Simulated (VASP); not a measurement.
# Re (P1) in VASP: single point with PBEsol

Aim: the single point of Re with PBEsol.

All numbers are computed with VASP 6.6.1; they aren't measurements. Logs are shortened: lines on timing, memory, paths and dates and some standing lists are left out, and cuts for length are marked.

## Step 1: The cell of the first run

The typed cell holds 4 atoms: a = 2.766 Å, b = 2.766 Å, c = 8.939 Å, α = 90.00°, β = 90.00°, γ = 120.00°.

## Step 2: Single point, PBEsol (one atom moved)

INCAR reads:

```
PREC = Accurate
ENCUT = 520
EDIFF = 1E-7
ISMEAR = 0
SIGMA = 0.1
LREAL = F
LASPH = T
NELM = 100
ALGO = Fast
ISIF = 2
LWAVE = F
LCHARG = T
GGA = PS
LELF = T
LVHAR = T
NBANDS = 22
```

KPOINTS reads:

```
regular mesh
0
Gamma
  15 15 4
```

POSCAR reads:

```
Re
1.0
    2.7663873939      0.0000000000      0.0000000000
   -1.3831936969      2.3957617598      0.0000000000
    0.0000000000      0.0000000000      8.9388451600
Re
4
Direct
    0.0000000000      0.0000000000      0.0000000000
    0.3333333300      0.6666666700      0.2500000000
   -0.0170133142      0.0202607792      0.5011477993
    0.6666666700      0.3333333300      0.7500000000
```

Potentials or basis: VASP PAW PBE potentials, release 64 (Re).

Started as:

```sh
$ cat potpaw_PBE.64/Re/POTCAR > POTCAR
$ mpirun -np 1 vasp_std > vasp.out
```

OUTCAR:

```text
PREC = Accurate
   ENCUT = 520
   EDIFF = 1E-7
   ISMEAR = 0
   LREAL = F
   LASPH = T
   NELM = 100
   ISIF = 2
   GGA = PS

 ion  position               nearest neighbor table
   1  0.000  0.000  0.000-   2 2.75   4 2.75   2 2.75   4 2.75   4 2.75   2 2.75
   2  0.333  0.667  0.250-   3 2.73   3 2.73   1 2.75   1 2.75   1 2.75   3 2.81
   3  0.983  0.020  0.501-   4 2.69   2 2.73   2 2.73   4 2.76   4 2.77   2 2.81
   4  0.667  0.333  0.750-   3 2.69   1 2.75   1 2.75   1 2.75   3 2.76   3 2.77

  LATTYP: Found a hexagonal cell.
 ALAT       =     2.7663873939
 C/A-ratio  =     3.2312340563

  Lattice vectors:

 A1 = (   2.7663873939,   0.0000000000,   0.0000000000)
 A2 = (  -1.3831936969,   2.3957617598,   0.0000000000)
 A3 = (   0.0000000000,   0.0000000000,   8.9388451600)

Analysis of symmetry for initial positions (statically):
=====================================================================
 Subroutine PRICEL returns:
 Original cell was already a primitive cell.

 Routine SETGRP: Setting up the symmetry group for a
 hexagonal supercell.

 Subroutine GETGRP returns: Found  1 space group operations
 (whereof  1 operations were pure point group operations)
 out of a pool of 24 trial point group operations.

The static configuration has the point symmetry C_1 .

Analysis of symmetry for dynamics (positions and initial velocities):
=====================================================================
 Subroutine PRICEL returns:
 Original cell was already a primitive cell.

 Routine SETGRP: Setting up the symmetry group for a
 hexagonal supercell.

 Subroutine GETGRP returns: Found  1 space group operations
 (whereof  1 operations were pure point group operations)
 out of a pool of 24 trial point group operations.

The dynamic configuration has the point symmetry C_1 .

 Subroutine INISYM returns: Found  1 space group operations
 (whereof  1 operations are pure point group operations),
 and found     1 'primitive' translations

----------------------------------------------------------------------------------------

                                     Primitive cell

  volume of cell :      59.2431

  direct lattice vectors                    reciprocal lattice vectors
     2.766387394  0.000000000  0.000000000     0.361482272  0.208701887  0.000000000
    -1.383193697  2.395761760  0.000000000     0.000000000  0.417403774  0.000000000
     0.000000000  0.000000000  8.938845160     0.000000000  0.000000000  0.111871274

  length of vectors
     2.766387394  2.766387394  8.938845160     0.417403774  0.417403774  0.111871274

  position of ions in fractional coordinates (direct lattice)
     0.000000000  0.000000000  0.000000000
     0.333333330  0.666666670  0.250000000
     0.982986686  0.020260779  0.501147799
     0.666666670  0.333333330  0.750000000

  ion indices of the primitive-cell ions
   primitive index   ion index
                 1           1
                 2           2
                 3           3
                 4           4

----------------------------------------------------------------------------------------

 KPOINTS: regular mesh

Automatic generation of k-mesh.
 Grid dimensions read from file:
 generate k-points for:   15   15    4

 Generating k-lattice:

  Cartesian coordinates                     Fractional coordinates (reciprocal lattice)
     0.024098818  0.013913459  0.000000000     0.066666667  0.000000000  0.000000000
     0.000000000  0.027826918  0.000000000     0.000000000  0.066666667  0.000000000
     0.000000000  0.000000000  0.027967819     0.000000000  0.000000000  0.250000000

  Length of vectors
     0.027826918  0.027826918  0.027967819

  Shift w.r.t. Gamma in fractional coordinates (k-lattice)
     0.000000000  0.000000000  0.000000000

 Subroutine IBZKPT returns following result:
 ===========================================

 Found    451 irreducible k-points:

 Following reciprocal coordinates:
            Coordinates               Weight
  0.000000  0.000000  0.000000      1.000000
  0.066667  0.000000  0.000000      2.000000
  0.000000  0.066667  0.000000      2.000000
 -0.066667  0.066667  0.000000      2.000000
  0.133333  0.000000  0.000000      2.000000
  0.000000  0.133333  0.000000      2.000000
[... 16 lines left out ...]
  0.066667  0.066667  0.000000      2.000000
 -0.066667  0.133333  0.000000      2.000000
 [... further k-points ...]
   k-points           NKPTS =    451   k-points in BZ     NKDIM =    451   number of bands    NBANDS=     22
   number of dos      NEDOS =    301   number of ions     NIONS =      4
   total plane-waves  NPLWV =  40320
   dimension x,y,z NGX =    24 NGY =   24 NGZ =   70
   dimension x,y,z NGXF=    48 NGYF=   48 NGZF=  140
   ions per type =               4
   NGX,Y,Z   is equivalent  to a cutoff of  14.42, 14.42, 13.02 a.u.
   NGXF,Y,Z  is equivalent  to a cutoff of  28.85, 28.85, 26.04 a.u.
 SYSTEM =  unknown system
   PREC   = accura    normal or accurate (medium, high low for compatibility)
   ISTART =      0    job   : 0-new  1-cont  2-samecut
   ICHARG =      2    charge: 1-file 2-atom 10-const
   ISPIN  =      1    spin polarized calculation?
   LNONCOLLINEAR =      F non collinear calculations
   LSORBIT =      F    spin-orbit coupling
   LASPH  =      T    aspherical Exc in radial PAW
   ENCUT  =  520.0 eV  38.22 Ry    6.18 a.u.   5.14  5.14 16.62*2*pi/ulx,y,z
   NELM   =    100;   NELMIN=  2; NELMDL= -5     # of ELM steps
   EDIFF  = 0.1E-06   stopping-criterion for ELM
   LREAL  =      F    real-space projection
   EDIFFG = 0.1E-05   stopping-criterion for IOM
   NSW    =      0    number of steps for IOM
   IBRION =     -1    ionic relax: 0-MD 1-quasi-New 2-CG
   NFREE  =      0    steps in history (QN), initial steepest desc. (CG)
   ISIF   =      2    stress and relaxation
   ISYM   =      2    0-nonsym 1-usesym 2-fastsym
   POTIM  = 0.5000    time-step for ionic-motion
   TEBEG  =    0.0;   TEEND  =   0.0 temperature during run
   PSTRESS=    0.0 pullay stress
   NELECT =      28.0000    total number of electrons
   NUPDOWN=      -1.0000    fix difference up-down
   EMIN   =  10.00;   EMAX   =-10.00  energy-range for DOS
   EFERMI =   0.00;   METHOD = LEGACY
   ISMEAR =     0;   SIGMA  =   0.10  broadening in eV -4-tet -1-fermi 0-gaus
   EFERMI_NEDOS =   21; number of points for ismear=-14 and -15
   IALGO  =     68    algorithm
   IMIX   =      4    mixing-type and parameters
     AMIX     =   0.40;   BMIX     =  1.00
     AMIX_MAG =   1.60;   BMIX_MAG =  1.00
  volume/ion in A,a.u.               =      14.81        99.95
  Fermi-wavevector in a.u.,A,eV,Ry     =   1.275209  2.409796 22.125236  1.626159
  Thomas-Fermi vector in A             =   2.407934
   LORBIT       =      0    0 simple, 1 ext, 2 COOP (PROOUT), +10 PAW based schemes
   GGA     = PS    functional components
   LHFCALC =     F    Hartree Fock is set to
   AEXX    =    0.0000 exact exchange contribution
   IVDW    =     0    specifies the selected vdW correction
   LEPSILON=     F    determine dielectric tensor
   LRPA    =     F    only Hartree local field effects (RPA)
 non-spin polarized calculation
 RMM-DIIS sequential band-by-band and
 Gauss-broadening in eV      SIGMA  =   0.10
  energy-cutoff  :      520.00
  volume of cell :       59.24
 maximum number of plane-waves:      1609
 NGX is ok and might be reduce to    24
   NGX = 11   NGY = 11   NGZ = 33

 number of electron      27.9999999 magnetization

 Free energy of the ion-electron system (eV)
  ---------------------------------------------------
  ext. energy  EPLUGINS =         0.00000000
  ---------------------------------------------------
  free energy    TOTEN  =       -53.43827310 eV

  energy without entropy =      -53.42356345  energy(sigma->0) =      -53.43091827

 E-fermi :   7.7461     XC(G=0): -13.7835

 val. band max:        7.7431857541   @ k =   0.2000  -0.2000   0.2500
 cond. band min:       7.7463499975   @ k =  -0.2667   0.2667   0.0000
 fundamental gap:      0.0031642434
 Fermi energy:         7.7461223926

 k-point     1 :       0.0000    0.0000    0.0000
  band No.  band energies     occupation
      1      -2.2150      2.00000
      2       0.0927      2.00000
      3       0.1595      2.00000
      4       1.0610      2.00000
      5       5.1650      2.00000
      6       5.2851      2.00000
[... 14 lines left out ...]
     21      10.2395      0.00000
     22      10.2441      0.00000

 k-point     2 :       0.0667    0.0000    0.0000
  band No.  band energies     occupation
      1      -2.0338      2.00000
      2       0.2628      2.00000
      3       0.3283      2.00000
      4       1.2353      2.00000
      5       4.9388      2.00000
      6       5.1586      2.00000
[... 14 lines left out ...]
     21      10.1980      0.00000
     22      10.2874      0.00000

 k-point     3 :       0.0000    0.0667    0.0000
  band No.  band energies     occupation
      1      -2.0338      2.00000
      2       0.2628      2.00000
      3       0.3282      2.00000
      4       1.2352      2.00000
      5       4.9386      2.00000
      6       5.1585      2.00000
[... 14 lines left out ...]
     21      10.1987      0.00000
     22      10.2851      0.00000

 k-point     4 :      -0.0667    0.0667    0.0000
  band No.  band energies     occupation
      1      -2.0338      2.00000
      2       0.2627      2.00000
      3       0.3284      2.00000
      4       1.2353      2.00000
      5       4.9363      2.00000
      6       5.1580      2.00000
[... 14 lines left out ...]
     21      10.2182      0.00000
     22      10.3093      0.00000

 k-point     5 :       0.1333    0.0000    0.0000
  band No.  band energies     occupation
      1      -1.5125      2.00000
      2       0.7254      2.00000
      3       0.7856      2.00000
      4       1.7135      2.00000
      5       4.4694      2.00000
      6       4.8428      2.00000
[... 14 lines left out ...]
     21      10.1689      0.00000
     22      10.4159      0.00000

 k-point     6 :       0.0000    0.1333    0.0000
  band No.  band energies     occupation
      1      -1.5125      2.00000
      2       0.7254      2.00000
      3       0.7856      2.00000
      4       1.7134      2.00000
      5       4.4691      2.00000
      6       4.8428      2.00000
[... 14 lines left out ...]
     21      10.1725      0.00000
     22      10.4172      0.00000

 k-point     7 :      -0.1333    0.1333    0.0000
  band No.  band energies     occupation
      1      -1.5126      2.00000
      2       0.7251      2.00000
      3       0.7858      2.00000
      4       1.7136      2.00000
      5       4.4671      2.00000
      6       4.8407      2.00000
[... 324 lines left out ...]
      6       3.4638      2.00000
[... 14 lines left out ...]
     21      12.1591      0.00000
     22      12.8583      0.00000

 k-point    21 :       0.0000    0.4667    0.0000
  band No.  band energies     occupation
      1       1.0750      2.00000
      2       1.1369      2.00000
      3       1.7189      2.00000
      4       2.4144      2.00000
      5       3.0255      2.00000
      6       3.4633      2.00000
[... 14 lines left out ...]
     21      12.1307      0.00000
     22      12.1877      0.00000

 k-point    22 :      -0.4667    0.4667    0.0000
  band No.  band energies     occupation
      1       1.0773      2.00000
      2       1.1386      2.00000
      3       1.7127      2.00000
      4       2.4159      2.00000
      5       3.0223      2.00000
      6       3.4670      2.00000
[... 14 lines left out ...]
     21      12.1496      0.00000
     22      13.1841      0.00000

 k-point    23 :       0.0667    0.0667    0.0000
  band No.  band energies     occupation
      1      -1.6818      2.00000
      2       0.5819      2.00000
      3       0.6441      2.00000
      4       1.5647      2.00000
      5       4.6023      2.00000
      6       4.9476      2.00000
[... 14 lines left out ...]
     21      10.1367      0.00000
     22      10.3829      0.00000

 k-point    24 :      -0.0667    0.1333    0.0000
  band No.  band energies     occupation
      1      -1.6818      2.00000
      2       0.5816      2.00000
      3       0.6443      2.00000
      4       1.5646      2.00000
      5       4.6000      2.00000
      6       4.9454      2.00000
[... 14 lines left out ...]
     21      10.1664      0.00000
     22      10.3683      0.00000

 [... further k-points ...]

------------------------ aborting loop because EDIFF is reached ----------------------------------------

  FORCE on cell =-STRESS in cart. coord.  units (eV):
  Direction    XX          YY          ZZ          XY          YZ          ZX
  --------------------------------------------------------------------------------------
  -------------------------------------------------------------------------------------
  Total       -2.3453814     -2.3477106     -2.7005878      0.0013273      0.0316663     -0.0571583
  in kB      -63.4287305    -63.4917214    -73.0349692      0.0358960      0.8563864     -1.5457956
  external PRESSURE =     -66.6518070 kB  Pullay stress =       0.0000000 kB

 VOLUME and BASIS-vectors are now :
 -----------------------------------------------------------------------------
  energy-cutoff  :      520.00
  volume of cell :       59.24
      direct lattice vectors                 reciprocal lattice vectors
     2.766387394  0.000000000  0.000000000     0.361482272  0.208701887  0.000000000
    -1.383193697  2.395761760  0.000000000     0.000000000  0.417403774  0.000000000
     0.000000000  0.000000000  8.938845160     0.000000000  0.000000000  0.111871274

 POSITION                                       TOTAL-FORCE (eV/Angst)
 -----------------------------------------------------------------------------------
      0.00000      0.00000      0.00000        -0.027320      0.017658      0.075914
     -0.00000      1.59717      2.23471        -0.155643      0.101386      0.014743
      2.69130      0.04854      4.47968         0.358782     -0.231860     -0.132834
      1.38319      0.79859      6.70413        -0.175819      0.112816      0.042177
 -----------------------------------------------------------------------------------
    total drift:                                0.000013      0.000004     -0.000008

  FREE ENERGIE OF THE ION-ELECTRON SYSTEM (eV)
  ---------------------------------------------------
  free  energy   TOTEN  =       -53.4382730976 eV

  energy  without entropy=      -53.4235634515  energy(sigma->0) =      -53.43091827
```

Wall time 21 min (1 thread of Intel Xeon Platinum 8488C (Sapphire Rapids), shared host); peak memory 0.55 GiB.

What came out:

| Quantity | Value |
| --- | --- |
| Free energy | -53.4383 eV |
| Pressure | -6.7 GPa |
| Largest force | 0.447 eV/Å |
| Band gap on the k mesh | zero (bands 14 and 15 overlap by 2.54 eV) |

Forces on the atoms (eV/Å):
```
Re  -0.027  0.018  0.076
Re  -0.156  0.101  0.015
Re   0.359 -0.232 -0.133
Re  -0.176  0.113  0.042
```

Levels at points of the mesh, in eV from the Fermi level:
```tsv
k point	band 11	band 12	band 13	band 14	band 15	band 16	band 17	band 18
(0.00, 0.00, 0.00)	-1.68	-1.26	-1.24	-1.11	-1.10	0.48	0.59	0.60
(0.00, 0.00, 0.50)	-1.50	-1.50	-1.41	-1.40	-1.15	-1.11	1.02	1.05
```

Caveat: the cell differs from its parent crystal (one atom moved); the cell stands under tension; the PAW data sets were made with another functional, which shifts forces and pressure a little; spin-orbit coupling is left out, which moves the levels of the heavy elements.
